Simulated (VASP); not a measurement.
# C (Fmmm) in VASP: notebook

The runs below take C through single point, with LDA.

Program: VASP 6.6.1. These are calculated values, not measurements. Logs are shortened: lines on timing, memory, paths and dates and some standing lists are left out, and cuts for length are marked.

### Step 1. The cell of the first run

Symmetry: Fmmm, No. 69, orthorhombic system. Conventional cell: a = 2.406 Å, b = 4.167 Å, c = 6.559 Å, α = 90.00°, β = 90.00°, γ = 90.00°. Within 1.9 Å of C (site symmetry m2m) lie 3 C at 1.39 Å.

### Step 2. Single point, LDA

Contents of INCAR:

```
PREC = Accurate
ENCUT = 600
EDIFF = 1E-6
ISMEAR = -1
SIGMA = 0.1
LREAL = False
LASPH = True
NELM = 120
ALGO = Normal
ISIF = 2
LWAVE = False
LCHARG = True
LELF = True
LVHAR = True
NBANDS = 11
GGA_COMPAT = False
```

Contents of KPOINTS:

```
regular mesh
0
Gamma
  14 14 14
```

Contents of POSCAR:

```
C
1.0
    0.0000000000      2.0835796532      3.2796542920
    1.2029317415      0.0000000000      3.2796542920
    1.2029317415      2.0835796532      0.0000000000
C
2
Direct
    0.1666666667      0.8333333333      0.1666666667
    0.8333333333      0.1666666667      0.8333333333
```

Potentials or basis: VASP PAW LDA potentials, release 64 (C).

The run is started by

```
$ cat potpaw_LDA.64/C/POTCAR > POTCAR
$ mpirun -np 1 vasp_std > vasp.out
```

OUTCAR:

```text
PREC = Accurate
   ENCUT = 600
   EDIFF = 1E-6
   ISMEAR = -1
   LREAL = False
   LASPH = True
   NELM = 120
   ISIF = 2

 ion  position               nearest neighbor table
   1  0.167  0.833  0.167-   2 1.39   2 1.39   2 1.39
   2  0.833  0.167  0.833-   1 1.39   1 1.39   1 1.39

  LATTYP: Found a face centered orthorhombic cell.
 ALAT       =     2.4058634830
 B/A-ratio  =     1.7320846905
 C/A-ratio  =     2.7263843648

  Lattice vectors:

 A1 = (   0.0000000000,   2.0835796532,   3.2796542920)
 A2 = (   1.2029317415,   0.0000000000,   3.2796542920)
 A3 = (   1.2029317415,   2.0835796532,   0.0000000000)

Analysis of symmetry for initial positions (statically):
=====================================================================
 Subroutine PRICEL returns:
 Original cell was already a primitive cell.

 Routine SETGRP: Setting up the symmetry group for a
 face centered orthorhombic supercell.

 Subroutine GETGRP returns: Found  8 space group operations
 (whereof  8 operations were pure point group operations)
 out of a pool of  8 trial point group operations.

The static configuration has the point symmetry D_2h.

Analysis of symmetry for dynamics (positions and initial velocities):
=====================================================================
 Subroutine PRICEL returns:
 Original cell was already a primitive cell.

 Routine SETGRP: Setting up the symmetry group for a
 face centered orthorhombic supercell.

 Subroutine GETGRP returns: Found  8 space group operations
 (whereof  8 operations were pure point group operations)
 out of a pool of  8 trial point group operations.

The dynamic configuration has the point symmetry D_2h.

 Subroutine INISYM returns: Found  8 space group operations
 (whereof  8 operations are pure point group operations),
 and found     1 'primitive' translations

----------------------------------------------------------------------------------------

                                     Primitive cell

  volume of cell :      16.4403

  direct lattice vectors                    reciprocal lattice vectors
     0.000000000  2.083579653  3.279654292    -0.415651182  0.239971627  0.152455093
     1.202931742  0.000000000  3.279654292     0.415651182 -0.239971627  0.152455093
     1.202931742  2.083579653  0.000000000     0.415651182  0.239971627 -0.152455093

  length of vectors
     3.885541976  3.493304603  2.405898781     0.503582011  0.503582011  0.503582011

  position of ions in fractional coordinates (direct lattice)
     0.166666667  0.833333333  0.166666667
     0.833333333  0.166666667  0.833333333

  ion indices of the primitive-cell ions
   primitive index   ion index
                 1           1
                 2           2

----------------------------------------------------------------------------------------

 KPOINTS: regular mesh

Automatic generation of k-mesh.
 Grid dimensions read from file:
 generate k-points for:   14   14   14

 Generating k-lattice:

  Cartesian coordinates                     Fractional coordinates (reciprocal lattice)
    -0.029689370  0.017140831  0.010889649     0.071428571  0.000000000  0.000000000
     0.029689370 -0.017140831  0.010889649     0.000000000  0.071428571  0.000000000
     0.029689370  0.017140831 -0.010889649    -0.000000000 -0.000000000  0.071428571

  Length of vectors
     0.035970144  0.035970144  0.035970144

  Shift w.r.t. Gamma in fractional coordinates (k-lattice)
     0.000000000  0.000000000  0.000000000

 Subroutine IBZKPT returns following result:
 ===========================================

 Found    428 irreducible k-points:

 Following reciprocal coordinates:
            Coordinates               Weight
  0.000000  0.000000  0.000000      1.000000
  0.071429  0.000000  0.000000      8.000000
  0.142857  0.000000  0.000000      8.000000
  0.214286  0.000000  0.000000      8.000000
  0.285714  0.000000  0.000000      8.000000
  0.357143  0.000000  0.000000      8.000000
[... 16 lines left out ...]
  0.214286  0.142857  0.000000      8.000000
  0.285714  0.142857 -0.000000      8.000000
 [... further k-points ...]
   k-points           NKPTS =    428   k-points in BZ     NKDIM =    428   number of bands    NBANDS=     11
   number of dos      NEDOS =    301   number of ions     NIONS =      2
   total plane-waves  NPLWV =  17920
   dimension x,y,z NGX =    32 NGY =   28 NGZ =   20
   dimension x,y,z NGXF=    64 NGYF=   56 NGZF=   40
   ions per type =               2
   NGX,Y,Z   is equivalent  to a cutoff of  13.69, 13.33, 13.82 a.u.
   NGXF,Y,Z  is equivalent  to a cutoff of  27.38, 26.65, 27.64 a.u.
 SYSTEM =  unknown system
   PREC   = accura    normal or accurate (medium, high low for compatibility)
   ISTART =      0    job   : 0-new  1-cont  2-samecut
   ICHARG =      2    charge: 1-file 2-atom 10-const
   ISPIN  =      1    spin polarized calculation?
   LNONCOLLINEAR =      F non collinear calculations
   LSORBIT =      F    spin-orbit coupling
   LASPH  =      T    aspherical Exc in radial PAW
   ENCUT  =  600.0 eV  44.10 Ry    6.64 a.u.   7.76  6.98  4.81*2*pi/ulx,y,z
   NELM   =    120;   NELMIN=  2; NELMDL= -5     # of ELM steps
   EDIFF  = 0.1E-05   stopping-criterion for ELM
   LREAL  =      F    real-space projection
   EDIFFG = 0.1E-04   stopping-criterion for IOM
   NSW    =      0    number of steps for IOM
   IBRION =     -1    ionic relax: 0-MD 1-quasi-New 2-CG
   NFREE  =      0    steps in history (QN), initial steepest desc. (CG)
   ISIF   =      2    stress and relaxation
   ISYM   =      2    0-nonsym 1-usesym 2-fastsym
   POTIM  = 0.5000    time-step for ionic-motion
   TEBEG  =    0.0;   TEEND  =   0.0 temperature during run
   PSTRESS=    0.0 pullay stress
   NELECT =       8.0000    total number of electrons
   NUPDOWN=      -1.0000    fix difference up-down
   EMIN   =  10.00;   EMAX   =-10.00  energy-range for DOS
   EFERMI =   0.00;   METHOD = LEGACY
   ISMEAR =    -1;   SIGMA  =   0.10  broadening in eV -4-tet -1-fermi 0-gaus
   EFERMI_NEDOS =   21; number of points for ismear=-14 and -15
   IALGO  =     38    algorithm
   IMIX   =      4    mixing-type and parameters
     AMIX     =   0.40;   BMIX     =  1.00
     AMIX_MAG =   1.60;   BMIX_MAG =  1.00
  volume/ion in A,a.u.               =       8.22        55.47
  Fermi-wavevector in a.u.,A,eV,Ry     =   1.287662  2.433328 22.559448  1.658073
  Thomas-Fermi vector in A             =   2.419662
   LORBIT       =      0    0 simple, 1 ext, 2 COOP (PROOUT), +10 PAW based schemes
   GGA     = CA    functional components
   LHFCALC =     F    Hartree Fock is set to
   AEXX    =    0.0000 exact exchange contribution
   IVDW    =     0    specifies the selected vdW correction
   LEPSILON=     F    determine dielectric tensor
   LRPA    =     F    only Hartree local field effects (RPA)
 non-spin polarized calculation
  energy-cutoff  :      600.00
  volume of cell :       16.44
 maximum number of plane-waves:       566
   NGX = 15   NGY = 13   NGZ =  9

 number of electron       8.0000000 magnetization

 Free energy of the ion-electron system (eV)
  ---------------------------------------------------
  ext. energy  EPLUGINS =         0.00000000
  ---------------------------------------------------
  free energy    TOTEN  =       -20.18462908 eV

  energy without entropy =      -20.18370469  energy(sigma->0) =      -20.18416688

 E-fermi :   5.4166     XC(G=0): -11.0504

 val. band max:        5.3922305557   @ k =   0.5000  -0.1429   0.3571
 cond. band min:       5.6972362749   @ k =  -0.1429   0.2143   0.2857
 fundamental gap:      0.3050057192
 Fermi energy:         5.4165910649

 k-point     1 :       0.0000    0.0000    0.0000
  band No.  band energies     occupation
      1     -14.8267      2.00000
      2      -1.7120      2.00000
      3       2.2470      2.00000
      4       2.2767      2.00000
      5       9.0114      0.00000
      6      13.9921      0.00000
      7      14.0729      0.00000
      8      17.4027      0.00000
      9      19.8490      0.00000
     10      28.5101      0.00000
     11      31.4901      0.00000

 k-point     2 :       0.0714    0.0000    0.0000
  band No.  band energies     occupation
      1     -14.6959      2.00000
      2      -1.6008      2.00000
      3       1.7866      2.00000
      4       1.9820      2.00000
      5       9.2321      0.00000
      6      14.1211      0.00000
      7      14.5671      0.00000
      8      16.9150      0.00000
      9      20.0403      0.00000
     10      28.9273      0.00000
     11      30.1583      0.00000

 k-point     3 :       0.1429    0.0000    0.0000
  band No.  band energies     occupation
      1     -14.3052      2.00000
      2      -1.2647      2.00000
      3       0.5149      2.00000
      4       1.3066      2.00000
      5       9.8885      0.00000
      6      14.1967      0.00000
      7      15.5816      0.00000
      8      16.0664      0.00000
      9      20.6566      0.00000
     10      27.6359      0.00000
     11      30.0379      0.00000

 k-point     4 :       0.2143    0.0000    0.0000
  band No.  band energies     occupation
      1     -13.6591      2.00000
      2      -1.2160      2.00000
      3      -0.6994      2.00000
      4       0.4940      2.00000
      5      10.9498      0.00000
      6      13.7039      0.00000
      7      14.1243      0.00000
      8      18.2092      0.00000
      9      21.6442      0.00000
     10      25.4710      0.00000
     11      30.1238      0.00000

 k-point     5 :       0.2857    0.0000    0.0000
  band No.  band energies     occupation
      1     -12.7656      2.00000
      2      -3.1373      2.00000
      3      -0.2629      2.00000
      4       0.0940      2.00000
      5      11.4647      0.00000
      6      12.4835      0.00000
      7      13.9557      0.00000
      8      20.7191      0.00000
      9      22.4664      0.00000
     10      24.1274      0.00000
     11      29.0022      0.00000
[... 211 lines left out ...]
 k-point    21 :      -0.0714    0.0714   -0.0000
  band No.  band energies     occupation
      1     -14.3217      2.00000
      2      -1.1283      2.00000
      3       0.5182      2.00000
      4       1.3066      2.00000
      5       9.6210      0.00000
      6      14.1992      0.00000
      7      15.5622      0.00000
      8      16.0644      0.00000
      9      20.6756      0.00000
     10      27.5947      0.00000
     11      30.0581      0.00000

 k-point    22 :       0.1429    0.1429    0.0000
  band No.  band energies     occupation
      1     -14.7616      2.00000
      2      -2.2196      2.00000
      3       2.2497      2.00000
      4       2.2689      2.00000
      5      10.0535      0.00000
      6      13.9988      0.00000
      7      14.0500      0.00000
      8      17.4350      0.00000
      9      19.8125      0.00000
     10      28.4153      0.00000
     11      30.5610      0.00000

 k-point    23 :       0.2143    0.1429    0.0000
  band No.  band energies     occupation
      1     -14.6023      2.00000
      2      -2.3041      2.00000
      3       1.7768      2.00000
      4       1.9814      2.00000
      5      10.7273      0.00000
      6      14.1046      0.00000
      7      14.5631      0.00000
      8      16.9807      0.00000
      9      19.9778      0.00000
     10      28.7282      0.00000
     11      29.6012      0.00000

 k-point    24 :       0.2857    0.1429   -0.0000
  band No.  band energies     occupation
      1     -14.1892      2.00000
      2      -2.0997      2.00000
      3       0.4925      2.00000
      4       1.3066      2.00000
      5      11.7431      0.00000
      6      14.1868      0.00000
      7      15.7138      0.00000
      8      16.0810      0.00000
      9      20.5283      0.00000
     10      27.7149      0.00000
     11      29.8165      0.00000

 [... further k-points ...]
[... 5 lines left out ...]
  --------------------------------------------------------------------------------------
  -------------------------------------------------------------------------------------
  Total        2.4165701      2.3930831      0.0375521     -0.0000000      0.0000000      0.0000000
  in kB      235.5053768    233.2164654      3.6596161     -0.0000000      0.0000000      0.0000000
  external PRESSURE =     157.4604861 kB  Pullay stress =       0.0000000 kB

 VOLUME and BASIS-vectors are now :
 -----------------------------------------------------------------------------
  energy-cutoff  :      600.00
  volume of cell :       16.44
      direct lattice vectors                 reciprocal lattice vectors
     0.000000000  2.083579653  3.279654292    -0.415651182  0.239971627  0.152455093
     1.202931742  0.000000000  3.279654292     0.415651182 -0.239971627  0.152455093
     1.202931742  2.083579653  0.000000000     0.415651182  0.239971627 -0.152455093

 POSITION                                       TOTAL-FORCE (eV/Angst)
 -----------------------------------------------------------------------------------
      1.20293      0.69453      3.27965         0.000000      0.025894      0.000000
      1.20293      3.47263      3.27965         0.000000     -0.025894      0.000000
 -----------------------------------------------------------------------------------
    total drift:                               -0.000000     -0.000000      0.000000

  FREE ENERGIE OF THE ION-ELECTRON SYSTEM (eV)
  ---------------------------------------------------
  free  energy   TOTEN  =       -20.1846290776 eV

  energy  without entropy=      -20.1837046855  energy(sigma->0) =      -20.18416688
```

It took 76 s on 1 thread of Intel Xeon 8259CL, shared host; peak memory 0.19 GiB.

What came out:

```
Free energy   : -20.1846 eV
Pressure      : 15.7 GPa
Largest force : 0.026 eV/Å
```

Forces on the atoms (eV/Å):
```
C    0.000  0.026  0.000
C    0.000 -0.026  0.000
```

Stress tensor (GPa, compression positive):
```
23.55  0.00  0.00
 0.00 23.32  0.00
 0.00  0.00  0.37
```

Caveat: the cell stands under pressure.

### Step 3. Single point, LDA

This run uses another cell than the first one, of 8.48 Å³/atom.

Contents of INCAR:

```
ALGO = Normal
EDIFF = 1E-6
ENCUT = 600
GGA = CA
GGA_COMPAT = F
ISIF = 2
ISMEAR = -1
LASPH = T
LCHARG = T
LELF = T
LREAL = F
LVHAR = T
LWAVE = F
NBANDS = 11
NELM = 120
PREC = Accurate
SIGMA = 0.1
```

Contents of KPOINTS:

```
k-points
0
Gamma
  14 14 14
```

Contents of POSCAR:

```
C
1.0
    0.0000000000      2.1055136825      3.3141795059
    1.2155951115      0.0000000000      3.3141795059
    1.2155951115      2.1055136825      0.0000000000
C
2
Direct
    0.1666666667      0.8333333333      0.1666666667
    0.8333333333      0.1666666667      0.8333333333
```

Potentials or basis: VASP PAW LDA potentials, release 64 (C).

The run is started by

```
$ cat potpaw_LDA.64/C/POTCAR > POTCAR
$ mpirun -np 1 vasp_std > vasp.out
```

It took 1.8 min on 1 thread of Intel Xeon 8259CL, shared host; peak memory 0.19 GiB.

Results (log left out):

| Property | Result |
| --- | --- |
| Free energy | -20.2211 eV |
| Pressure | 5.5 GPa |
| Largest force | 0.025 eV/Å |

Forces in eV/Å, atoms in the order of the input:
```
C    0.000  0.025  0.000
C    0.000 -0.025  0.000
```

Stress tensor (GPa, compression positive):
```
8.26 0.00 0.00
0.00 8.06 0.00
0.00 0.00 0.05
```

Caveat: the cell stands under pressure.

(Part 1 of 2 ends here.)
